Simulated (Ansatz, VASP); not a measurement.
## TiC: VASP beside Ansatz

```
CELL_PARAMETERS angstrom
0.00000 2.20644 2.20644
2.20644 0.00000 2.20644
2.20644 2.20644 0.00000
ATOMIC_POSITIONS crystal
Ti 0.00000 0.00000 0.00000
C 0.50000 0.50000 0.50000
```

Change from the starting cell: volume scaled by 1.06.

Alike in both runs: task single point; functional PBEsol; k mesh 16 × 16 × 16; occupations fermi-dirac, width 0.03 eV; no spin polarisation.

```csv
,VASP,Ansatz
version,VASP 6.6.1,Ansatz 0.2.0
potentials or method,"VASP PAW PBE potentials, release 64 (Ti_sv, C), cutoff 520 eV","all-electron LAPW, scalar-relativistic"
```

```csv
,VASP,Ansatz,Ansatz less VASP
pressure (GPa),-18.6,-18.7,-0.13
```

VASP's potentials were made for PBE, not for PBEsol. Ansatz ran all-electron here, and VASP with PAW potentials.
